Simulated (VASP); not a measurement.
# Hf (P6_3/mmc) in VASP: further runs

The runs below take Hf through relaxation of shape and atoms at fixed volume, relaxation of cell and atoms, with PBE.

Everything below comes from runs of VASP 6.6.1. Logs are shortened: lines on timing, memory, paths and dates and some standing lists are left out, and cuts for length are marked.

**1. The cell of the first run**

It takes space group P6_3/mmc (No. 194, hexagonal). Conventional cell: a = 3.236 Å, b = 3.236 Å, c = 5.119 Å, α = 90.00°, β = 90.00°, γ = 120.00°. Hf (site symmetry -6m2) has 12 Hf at 3.17 to 3.24 Å within 4.2 Å.

**2. Relaxation of shape and atoms at fixed volume, PBE (23.21 Å³/atom)**

INCAR

```
SYSTEM = Hf
PREC = Accurate
ENCUT = 600
EDIFF = 1E-6
ISMEAR = 0
SIGMA = 0.1
LREAL = .False.
LASPH = .True.
NELM = 60
ALGO = Fast
ISIF = 4
LWAVE = .False.
LCHARG = .False.
GGA = PE
IBRION = 2
NSW = 50
EDIFFG = -0.01
```

KPOINTS

```
regular mesh
0
Gamma
  18 18 8
  0 0 0
```

POSCAR

```
Hf
1.0
    3.2360040678      0.0000000000      0.0000000000
   -1.6180020339      2.8024617295      0.0000000000
    0.0000000000      0.0000000000      5.1187851263
Hf
2
Direct
    0.3333333333      0.6666666667      0.2500000000
    0.6666666667      0.3333333333      0.7500000000
```

Potentials or basis: VASP PAW PBE potentials, release 64 (Hf_pv).

Started as:

```console
$ cat potpaw_PBE.64/Hf_pv/POTCAR > POTCAR
$ mpirun -np 1 vasp_std > vasp.out
```

OUTCAR:

```text
SYSTEM = Hf
   PREC = Accurate
   ENCUT = 600
   EDIFF = 1E-6
   ISMEAR = 0
   LREAL = .False.
   LASPH = .True.
   NELM = 60
   ISIF = 4
   GGA = PE
   IBRION = 2
   NSW = 50
   EDIFFG = -0.01

 ion  position               nearest neighbor table
   1  0.333  0.667  0.250-   2 3.17   2 3.17   2 3.17   2 3.17   2 3.17   2 3.17
   2  0.667  0.333  0.750-   1 3.17   1 3.17   1 3.17   1 3.17   1 3.17   1 3.17

  LATTYP: Found a hexagonal cell.
 ALAT       =     3.2360040678
 C/A-ratio  =     1.5818228343

  Lattice vectors:

 A1 = (   3.2360040678,   0.0000000000,   0.0000000000)
 A2 = (  -1.6180020339,   2.8024617295,   0.0000000000)
 A3 = (   0.0000000000,   0.0000000000,   5.1187851263)

Analysis of symmetry for initial positions (statically):
=====================================================================
 Subroutine PRICEL returns:
 Original cell was already a primitive cell.

 Routine SETGRP: Setting up the symmetry group for a
 hexagonal supercell.

 Subroutine GETGRP returns: Found 24 space group operations
 (whereof 12 operations were pure point group operations)
 out of a pool of 24 trial point group operations.

The static configuration has the point symmetry D_3d.
 The point group associated with its full space group is D_6h.

Analysis of symmetry for dynamics (positions and initial velocities):
=====================================================================
 Subroutine PRICEL returns:
 Original cell was already a primitive cell.

 Routine SETGRP: Setting up the symmetry group for a
 hexagonal supercell.

 Subroutine GETGRP returns: Found 24 space group operations
 (whereof 12 operations were pure point group operations)
 out of a pool of 24 trial point group operations.

The dynamic configuration has the point symmetry D_3d.
 The point group associated with its full space group is D_6h.

 Subroutine INISYM returns: Found 24 space group operations
 (whereof 12 operations are pure point group operations),
 and found     1 'primitive' translations

----------------------------------------------------------------------------------------

                                     Primitive cell

  volume of cell :      46.4211

  direct lattice vectors                    reciprocal lattice vectors
[... 154 lines left out ...]
      direct lattice vectors                 reciprocal lattice vectors
     3.236004068  0.000000000  0.000000000     0.309023097  0.178414568  0.000000000
    -1.618002034  2.802461730  0.000000000     0.000000000  0.356829137  0.000000000
     0.000000000  0.000000000  5.118785126     0.000000000  0.000000000  0.195358855

 POSITION                                       TOTAL-FORCE (eV/Angst)
 -----------------------------------------------------------------------------------
     -0.00000      1.86831      1.27970        -0.000000      0.000000      0.000000
      1.61800      0.93415      3.83909         0.000000     -0.000000      0.000000
 -----------------------------------------------------------------------------------
    total drift:                               -0.000000      0.000000     -0.000000

  FREE ENERGIE OF THE ION-ELECTRON SYSTEM (eV)
  ---------------------------------------------------
  free  energy   TOTEN  =       -19.8379437607 eV

  energy  without entropy=      -19.8305830077  energy(sigma->0) =      -19.83426338

--------------------------------------- Ionic step        2  -------------------------------------------

 number of electron      20.0000001 magnetization

 Free energy of the ion-electron system (eV)
  ---------------------------------------------------
  ext. energy  EPLUGINS =         0.00000000
  ---------------------------------------------------
  free energy    TOTEN  =       -19.83799076 eV

  energy without entropy =      -19.83063557  energy(sigma->0) =      -19.83431317

 E-fermi :   4.6732     XC(G=0): -11.1170

 val. band max:        4.6687974027   @ k =   0.0556   0.0556   0.1250
 cond. band min:       4.6816548148   @ k =   0.2222   0.2222   0.5000
 fundamental gap:      0.0128574121
 Fermi energy:         4.6731925870

 k-point     1 :       0.0000    0.0000    0.0000
  band No.  band energies     occupation
      1     -26.4465      2.00000
      2     -25.7885      2.00000
      3     -25.7885      2.00000
      4     -25.6783      2.00000
      5     -25.6736      2.00000
      6     -25.6736      2.00000
      7      -2.5877      2.00000
      8       1.0736      2.00000
      9       5.2023      0.00000
     10       5.8314      0.00000
     11       5.8314      0.00000
     12       6.1152      0.00000
     13       6.6166      0.00000
     14       6.6166      0.00000
[... 377 lines left out ...]
      1     -26.2537      2.00000
      2     -26.1300      2.00000
      3     -26.1246      2.00000
      4     -25.9664      2.00000
      5     -25.8734      2.00000
      6     -25.7878      2.00000
      7       1.4165      2.00000
      8       2.4004      2.00000
      9       2.6429      2.00000
     10       3.6845      2.00000
     11       5.2599      0.00000
     12       5.5308      0.00000
     13       6.2235      0.00000
     14       9.5559      0.00000

 [... further k-points ...]

------------------------ aborting loop because EDIFF is reached ----------------------------------------

  FORCE on cell =-STRESS in cart. coord.  units (eV):
  Direction    XX          YY          ZZ          XY          YZ          ZX
  --------------------------------------------------------------------------------------
  -------------------------------------------------------------------------------------
  Total       -0.9916863     -0.9916863     -1.0040219      0.0000000      0.0000000      0.0000000
  in kB      -34.2270328    -34.2270328    -34.6527835      0.0000000      0.0000000      0.0000000
  external PRESSURE =     -34.3689497 kB  Pullay stress =       0.0000000 kB

 VOLUME and BASIS-vectors are now :
 -----------------------------------------------------------------------------
  energy-cutoff  :      600.00
  volume of cell :       46.42
      direct lattice vectors                 reciprocal lattice vectors
     3.237857533  0.000000000 -0.000000000     0.308846201  0.178312438 -0.000000000
    -1.618928767  2.804066878 -0.000000000    -0.000000000  0.356624875 -0.000000000
    -0.000000000  0.000000000  5.112926452     0.000000000  0.000000000  0.195582708

 POSITION                                       TOTAL-FORCE (eV/Angst)
 -----------------------------------------------------------------------------------
     -0.00000      1.86938      1.27823         0.000000      0.000000      0.000000
      1.61893      0.93469      3.83469        -0.000000     -0.000000      0.000000
 -----------------------------------------------------------------------------------
    total drift:                               -0.000000      0.000000     -0.000000

  FREE ENERGIE OF THE ION-ELECTRON SYSTEM (eV)
  ---------------------------------------------------
  free  energy   TOTEN  =       -19.8379907581 eV

  energy  without entropy=      -19.8306355731  energy(sigma->0) =      -19.83431317

 reached required accuracy - stopping structural energy minimisation
```

OSZICAR:

```text
N       E                     dE             d eps       ncg     rms          rms(c)
DAV:   1     0.516212575853E+02    0.51621E+02   -0.12562E+04  5180   0.150E+03
DAV:   2    -0.183491574998E+02   -0.69970E+02   -0.68812E+02  6326   0.287E+02
DAV:   3    -0.205772260571E+02   -0.22281E+01   -0.21849E+01  7016   0.324E+01
DAV:   4    -0.205989916012E+02   -0.21766E-01   -0.21747E-01  5836   0.397E+00
[... 13 lines left out ...]
DAV:   1    -0.198381736117E+02   -0.22983E-03   -0.12078E-02  6506   0.912E-01    0.960E-02
RMM:   2    -0.198380346317E+02    0.13898E-03   -0.13857E-04  5505   0.994E-02    0.374E-02
RMM:   3    -0.198379896524E+02    0.44979E-04   -0.83174E-05  5745   0.592E-02    0.350E-02
RMM:   4    -0.198379906477E+02   -0.99533E-06   -0.24391E-05  5817   0.299E-02    0.102E-02
RMM:   5    -0.198379907581E+02   -0.11038E-06   -0.34137E-06  4089   0.119E-02
   2 F= -.19837991E+02 E0= -.19834313E+02  d E =-.469974E-04
```

Run time: 2.6 min. Hardware: 1 thread of Intel Xeon Platinum 8259CL at 2.50GHz (Skylake/Cascade Lake), shared host; peak memory 0.28 GiB.

What came out:

```
Free energy               : -19.8380 eV
Energy gained by relaxing : 0.0 meV/atom
Ionic steps               : 2
Pressure after relaxing   : -3.4 GPa
Band gap on the k mesh    : zero (bands 10 and 11 overlap by 1.59 eV)
```

Final structure:
```cif
data_structure
_symmetry_space_group_name_H-M 'P 1'
_symmetry_Int_Tables_number 1
_cell_length_a 3.2379
_cell_length_b 3.2379
_cell_length_c 5.1129
_cell_angle_alpha 90.000
_cell_angle_beta 90.000
_cell_angle_gamma 120.000
_cell_volume 46.42
loop_
_atom_site_label
_atom_site_type_symbol
_atom_site_fract_x
_atom_site_fract_y
_atom_site_fract_z
_atom_site_occupancy
Hf1 Hf 0.33333 0.66667 0.25000 1
Hf2 Hf 0.66667 0.33333 0.75000 1
```

Levels at points of the mesh, in eV from the Fermi level:
| k point | band 7 | band 8 | band 9 | band 10 | band 11 | band 12 | band 13 | band 14 |
| --- | --- | --- | --- | --- | --- | --- | --- | --- |
| (0.00, 0.00, 0.00) | -7.26 | -3.60 | 0.53 | 1.16 | 1.16 | 1.44 | 1.94 | 1.94 |
| (0.50, 0.00, 0.00) | -3.30 | -2.62 | -2.12 | -0.87 | 0.78 | 0.83 | 1.62 | 5.63 |
| (0.00, 0.00, 0.50) | -5.34 | -5.34 | 0.16 | 0.16 | 1.05 | 1.05 | 1.05 | 1.05 |
| (0.50, 0.00, 0.50) | -3.30 | -3.30 | -0.93 | -0.93 | 1.06 | 1.06 | 2.55 | 2.55 |

Caveat: spin-orbit coupling is left out, which moves the levels of the heavy elements.

(Part 1 of 2 ends here.)
